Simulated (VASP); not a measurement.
# Cu (Cmcm) in VASP: a series of runs

Runs on Cu. Level: PBE. Tasks: single point.

All numbers are computed with VASP 6.6.1; they aren't measurements. Logs are shortened: lines on timing, memory, paths and dates and some standing lists are left out, and cuts for length are marked.

## (1) The cell of the first run

The structure is orthorhombic, space group Cmcm (No. 63). The conventional cell has a = 2.341 Å, b = 8.062 Å, c = 2.514 Å, α = 90.00°, β = 90.00°, γ = 90.00°. Within 3.1 Å of Cu (site symmetry m2m) lie 10 Cu at 2.34 to 2.54 Å.

## (2) Single point, PBE (normal strain along x -0.0550, normal strain along y +0.0000)

INCAR reads:

```
ALGO = Fast
EDIFF = 1E-6
ENCUT = 520
GGA = PE
ISIF = 2
ISMEAR = 0
LASPH = True
LCHARG = True
LELF = True
LREAL = False
LVHAR = True
LWAVE = False
NBANDS = 18
NELM = 100
PREC = Accurate
SIGMA = 0.15
```

KPOINTS reads:

```
k-points
0
Gamma
  18 18 18
```

POSCAR reads:

```
Cu
1.0
    1.1705160233     -4.0308860292      0.0000000000
    1.1705160233      4.0308860292      0.0000000000
    0.0000000000      0.0000000000      2.5142119659
Cu
2
Direct
    0.1340351705      0.8659648295      0.2500000000
    0.8659648295      0.1340351705      0.7500000000
```

Potentials or basis: VASP PAW PBE potentials, release 64 (Cu).

Command:

```sh
cat potpaw_PBE.64/Cu/POTCAR > POTCAR
mpirun -np 1 vasp_std > vasp.out
```

OUTCAR:

```text
EDIFF = 1E-6
   ENCUT = 520
   GGA = PE
   ISIF = 2
   ISMEAR = 0
   LASPH = True
   LREAL = False
   NELM = 100
   PREC = Accurate

 ion  position               nearest neighbor table
   1  0.134  0.866  0.250-   2 2.50   2 2.50   2 2.54   2 2.54   2 2.54   2 2.54
   2  0.866  0.134  0.750-   1 2.50   1 2.50   1 2.54   1 2.54   1 2.54   1 2.54

  LATTYP: Found a base centered orthorhombic cell.
 ALAT       =     2.3410320466
 B/A-ratio  =     3.4436829133
 C/A-ratio  =     1.0739758858

  Lattice vectors:

 A1 = (   1.1705160233,  -4.0308860292,   0.0000000000)
 A2 = (   1.1705160233,   4.0308860292,   0.0000000000)
 A3 = (   0.0000000000,   0.0000000000,   2.5142119659)

Analysis of symmetry for initial positions (statically):
=====================================================================
 Subroutine PRICEL returns:
 Original cell was already a primitive cell.

 Routine SETGRP: Setting up the symmetry group for a
 base centered orthorhombic supercell.

 Subroutine GETGRP returns: Found  8 space group operations
 (whereof  4 operations were pure point group operations)
 out of a pool of  8 trial point group operations.

The static configuration has the point symmetry C_2h.
 The point group associated with its full space group is D_2h.

Analysis of symmetry for dynamics (positions and initial velocities):
=====================================================================
 Subroutine PRICEL returns:
 Original cell was already a primitive cell.

 Routine SETGRP: Setting up the symmetry group for a
 base centered orthorhombic supercell.

 Subroutine GETGRP returns: Found  8 space group operations
 (whereof  4 operations were pure point group operations)
 out of a pool of  8 trial point group operations.

The dynamic configuration has the point symmetry C_2h.
 The point group associated with its full space group is D_2h.

 Subroutine INISYM returns: Found  8 space group operations
 (whereof  4 operations are pure point group operations),
 and found     1 'primitive' translations

----------------------------------------------------------------------------------------

                                     Primitive cell

  volume of cell :      23.7252

  direct lattice vectors                    reciprocal lattice vectors
     1.170516023 -4.030886029  0.000000000     0.427162029 -0.124042207  0.000000000
     1.170516023  4.030886029  0.000000000     0.427162029  0.124042207  0.000000000
     0.000000000  0.000000000  2.514211966     0.000000000  0.000000000  0.397738939

  length of vectors
     4.197397997  4.197397997  2.514211966     0.444807676  0.444807676  0.397738939

  position of ions in fractional coordinates (direct lattice)
     0.134035170  0.865964830  0.250000000
     0.865964830  0.134035170  0.750000000

  ion indices of the primitive-cell ions
   primitive index   ion index
                 1           1
                 2           2

----------------------------------------------------------------------------------------

 KPOINTS: k-points

Automatic generation of k-mesh.
 Grid dimensions read from file:
 generate k-points for:   18   18   18

 Generating k-lattice:

  Cartesian coordinates                     Fractional coordinates (reciprocal lattice)
     0.023731224 -0.006891234  0.000000000     0.055555556  0.000000000  0.000000000
     0.023731224  0.006891234  0.000000000     0.000000000  0.055555556  0.000000000
     0.000000000  0.000000000  0.022096608     0.000000000  0.000000000  0.055555556

  Length of vectors
     0.024711538  0.024711538  0.022096608

  Shift w.r.t. Gamma in fractional coordinates (k-lattice)
     0.000000000  0.000000000  0.000000000

 Subroutine IBZKPT returns following result:
 ===========================================

 Found    910 irreducible k-points:

 Following reciprocal coordinates:
            Coordinates               Weight
  0.000000  0.000000  0.000000      1.000000
  0.055556  0.000000  0.000000      4.000000
  0.111111  0.000000  0.000000      4.000000
  0.166667  0.000000  0.000000      4.000000
  0.222222  0.000000  0.000000      4.000000
  0.277778  0.000000  0.000000      4.000000
[... 16 lines left out ...]
 -0.277778  0.055556  0.000000      4.000000
 -0.222222  0.055556  0.000000      4.000000
 [... further k-points ...]
   k-points           NKPTS =    910   k-points in BZ     NKDIM =    910   number of bands    NBANDS=     18
   number of dos      NEDOS =    301   number of ions     NIONS =      2
   total plane-waves  NPLWV =  20480
   dimension x,y,z NGX =    32 NGY =   32 NGZ =   20
   dimension x,y,z NGXF=    64 NGYF=   64 NGZF=   40
   ions per type =               2
   NGX,Y,Z   is equivalent  to a cutoff of  12.67, 12.67, 13.22 a.u.
   NGXF,Y,Z  is equivalent  to a cutoff of  25.35, 25.35, 26.45 a.u.
 SYSTEM =  unknown system
   PREC   = accura    normal or accurate (medium, high low for compatibility)
   ISTART =      0    job   : 0-new  1-cont  2-samecut
   ICHARG =      2    charge: 1-file 2-atom 10-const
   ISPIN  =      1    spin polarized calculation?
   LNONCOLLINEAR =      F non collinear calculations
   LSORBIT =      F    spin-orbit coupling
   LASPH  =      T    aspherical Exc in radial PAW
   ENCUT  =  520.0 eV  38.22 Ry    6.18 a.u.   7.80  7.80  4.67*2*pi/ulx,y,z
   NELM   =    100;   NELMIN=  2; NELMDL= -5     # of ELM steps
   EDIFF  = 0.1E-05   stopping-criterion for ELM
   LREAL  =      F    real-space projection
   EDIFFG = 0.1E-04   stopping-criterion for IOM
   NSW    =      0    number of steps for IOM
   IBRION =     -1    ionic relax: 0-MD 1-quasi-New 2-CG
   NFREE  =      0    steps in history (QN), initial steepest desc. (CG)
   ISIF   =      2    stress and relaxation
   ISYM   =      2    0-nonsym 1-usesym 2-fastsym
   POTIM  = 0.5000    time-step for ionic-motion
   TEBEG  =    0.0;   TEEND  =   0.0 temperature during run
   PSTRESS=    0.0 pullay stress
   NELECT =      22.0000    total number of electrons
   NUPDOWN=      -1.0000    fix difference up-down
   EMIN   =  10.00;   EMAX   =-10.00  energy-range for DOS
   EFERMI =   0.00;   METHOD = LEGACY
   ISMEAR =     0;   SIGMA  =   0.15  broadening in eV -4-tet -1-fermi 0-gaus
   EFERMI_NEDOS =   21; number of points for ismear=-14 and -15
   IALGO  =     68    algorithm
   IMIX   =      4    mixing-type and parameters
     AMIX     =   0.40;   BMIX     =  1.00
     AMIX_MAG =   1.60;   BMIX_MAG =  1.00
  volume/ion in A,a.u.               =      11.86        80.05
  Fermi-wavevector in a.u.,A,eV,Ry     =   1.596415  3.016787 34.675004  2.548541
  Thomas-Fermi vector in A             =   2.694181
   LORBIT       =      0    0 simple, 1 ext, 2 COOP (PROOUT), +10 PAW based schemes
   GGA     = PE    functional components
   LHFCALC =     F    Hartree Fock is set to
   AEXX    =    0.0000 exact exchange contribution
   IVDW    =     0    specifies the selected vdW correction
   LEPSILON=     F    determine dielectric tensor
   LRPA    =     F    only Hartree local field effects (RPA)
 non-spin polarized calculation
 RMM-DIIS sequential band-by-band and
 Gauss-broadening in eV      SIGMA  =   0.15
  energy-cutoff  :      520.00
  volume of cell :       23.73
 maximum number of plane-waves:       663
   NGX = 15   NGY = 15   NGZ =  9

 number of electron      22.0000004 magnetization

 Free energy of the ion-electron system (eV)
  ---------------------------------------------------
  ext. energy  EPLUGINS =         0.00000000
  ---------------------------------------------------
  free energy    TOTEN  =        -7.09783672 eV

  energy without entropy =       -7.09035584  energy(sigma->0) =       -7.09409628

 E-fermi :   7.4970     XC(G=0): -12.6644

 val. band max:        7.4963161376   @ k =   0.5000   0.2222   0.1667
 cond. band min:       7.4995970848   @ k =   0.3889   0.2222   0.0556
 fundamental gap:      0.0032809471
 Fermi energy:         7.4970215803

 k-point     1 :       0.0000    0.0000    0.0000
  band No.  band energies     occupation
      1      -1.7879      2.00000
      2       2.5020      2.00000
      3       3.1650      2.00000
      4       3.6273      2.00000
      5       4.4391      2.00000
      6       4.7710      2.00000
[... 10 lines left out ...]
     17      28.7685      0.00000
     18      29.8957      0.00000

 k-point     2 :       0.0556    0.0000    0.0000
  band No.  band energies     occupation
      1      -1.6909      2.00000
      2       2.5478      2.00000
      3       3.2034      2.00000
      4       3.6669      2.00000
      5       4.4514      2.00000
      6       4.7681      2.00000
[... 10 lines left out ...]
     17      27.3892      0.00000
     18      30.0579      0.00000

 k-point     3 :       0.1111    0.0000    0.0000
  band No.  band energies     occupation
      1      -1.4027      2.00000
      2       2.6733      2.00000
      3       3.3188      2.00000
      4       3.7830      2.00000
      5       4.4866      2.00000
      6       4.7416      2.00000
[... 10 lines left out ...]
     17      27.2841      0.00000
     18      30.2929      0.00000

 k-point     4 :       0.1667    0.0000    0.0000
  band No.  band energies     occupation
      1      -0.9332      2.00000
      2       2.8457      2.00000
      3       3.5030      2.00000
      4       3.9571      2.00000
      5       4.4813      2.00000
      6       4.5390      2.00000
[... 10 lines left out ...]
     17      27.4172      0.00000
     18      30.5970      0.00000

 k-point     5 :       0.2222    0.0000    0.0000
  band No.  band energies     occupation
      1      -0.3023      2.00000
      2       3.0219      2.00000
      3       3.7192      2.00000
      4       3.9698      2.00000
      5       4.3754      2.00000
      6       4.5984      2.00000
[... 10 lines left out ...]
     17      27.6413      0.00000
     18      30.9276      0.00000

 k-point     6 :       0.2778    0.0000    0.0000
  band No.  band energies     occupation
      1       0.4529      2.00000
      2       3.1455      2.00000
      3       3.7472      2.00000
      4       3.9252      2.00000
      5       4.5657      2.00000
      6       4.6485      2.00000
[... 10 lines left out ...]
     17      27.9410      0.00000
     18      30.9780      0.00000

 k-point     7 :       0.3333    0.0000    0.0000
  band No.  band energies     occupation
      1       1.2601      2.00000
      2       3.1316      2.00000
      3       3.6901      2.00000
      4       4.0812      2.00000
      5       4.6165      2.00000
      6       4.6708      2.00000
[... 10 lines left out ...]
     17      28.1940      0.00000
     18      28.9260      0.00000

 k-point     8 :       0.3889    0.0000    0.0000
  band No.  band energies     occupation
      1       1.9844      2.00000
      2       3.0215      2.00000
      3       3.7632      2.00000
      4       4.2573      2.00000
      5       4.6210      2.00000
      6       4.6630      2.00000
[... 10 lines left out ...]
     17      27.1958      0.00000
     18      28.8543      0.00000
[... 229 lines left out ...]
     17      28.8701      0.00000
     18      29.3576      0.00000

 k-point    20 :      -0.4444    0.0556    0.0000
  band No.  band energies     occupation
      1       2.0848      2.00000
      2       2.9385      2.00000
      3       3.8353      2.00000
      4       4.3647      2.00000
      5       4.5981      2.00000
      6       4.6982      2.00000
[... 10 lines left out ...]
     17      27.4635      0.00000
     18      28.9744      0.00000

 k-point    21 :      -0.3889    0.0556    0.0000
  band No.  band energies     occupation
      1       1.3978      2.00000
      2       3.0339      2.00000
      3       3.7674      2.00000
      4       4.1202      2.00000
      5       4.5735      2.00000
      6       4.7079      2.00000
[... 10 lines left out ...]
     17      27.4825      0.00000
     18      28.6003      0.00000

 k-point    22 :      -0.3333    0.0556    0.0000
  band No.  band energies     occupation
      1       0.5996      2.00000
      2       3.0693      2.00000
      3       3.7888      2.00000
      4       3.8969      2.00000
      5       4.5414      2.00000
      6       4.6878      2.00000
[... 10 lines left out ...]
     17      28.0064      0.00000
     18      30.0193      0.00000

 k-point    23 :      -0.2778    0.0556    0.0000
  band No.  band energies     occupation
      1      -0.1669      2.00000
      2       2.9783      2.00000
      3       3.6736      2.00000
      4       3.9814      2.00000
      5       4.3538      2.00000
      6       4.6378      2.00000
[... 10 lines left out ...]
     17      27.7073      0.00000
     18      30.3859      0.00000

 k-point    24 :      -0.2222    0.0556    0.0000
  band No.  band energies     occupation
      1      -0.8192      2.00000
      2       2.8139      2.00000
      3       3.4661      2.00000
      4       4.0021      2.00000
      5       4.3871      2.00000
      6       4.5747      2.00000
[... 10 lines left out ...]
     17      27.4715      0.00000
     18      30.2007      0.00000

 [... further k-points ...]

------------------------ aborting loop because EDIFF is reached ----------------------------------------

  FORCE on cell =-STRESS in cart. coord.  units (eV):
  Direction    XX          YY          ZZ          XY          YZ          ZX
  --------------------------------------------------------------------------------------
  -------------------------------------------------------------------------------------
  Total        3.0155591      0.6625735      0.4772720      0.0000000      0.0000000      0.0000000
  in kB      203.6426121     44.7440049     32.2304775      0.0000000      0.0000000      0.0000000
  external PRESSURE =      93.5390315 kB  Pullay stress =       0.0000000 kB

 VOLUME and BASIS-vectors are now :
 -----------------------------------------------------------------------------
  energy-cutoff  :      520.00
  volume of cell :       23.73
      direct lattice vectors                 reciprocal lattice vectors
     1.170516023 -4.030886029  0.000000000     0.427162029 -0.124042207  0.000000000
     1.170516023  4.030886029  0.000000000     0.427162029  0.124042207  0.000000000
     0.000000000  0.000000000  2.514211966     0.000000000  0.000000000  0.397738939

 POSITION                                       TOTAL-FORCE (eV/Angst)
 -----------------------------------------------------------------------------------
      1.17052      2.95033      0.62855         0.000000      0.211878      0.000000
      1.17052     -2.95033      1.88566         0.000000     -0.211878     -0.000000
 -----------------------------------------------------------------------------------
    total drift:                               -0.000000     -0.000000      0.000000

  FREE ENERGIE OF THE ION-ELECTRON SYSTEM (eV)
  ---------------------------------------------------
  free  energy   TOTEN  =        -7.0978367194 eV

  energy  without entropy=       -7.0903558353  energy(sigma->0) =       -7.09409628
```

It took 4.2 min on 1 thread of Intel Xeon Platinum 8559C (Emerald Rapids), shared host; peak memory 0.42 GiB.

Results:

* Free energy: -7.0978 eV
* Pressure: 9.4 GPa
* Largest force: 0.212 eV/Å
* Band gap on the k mesh: zero (band 11 reaches 11.79 eV, above the bottom of band 12 at 5.91 eV)

Forces on the atoms (eV/Å):
```
Cu   0.000  0.212  0.000
Cu   0.000 -0.212  0.000
```

Caveat: the cell differs from its parent crystal (normal strain along x -0.0550, normal strain along y +0.0000).

[end of part 1 of 2]
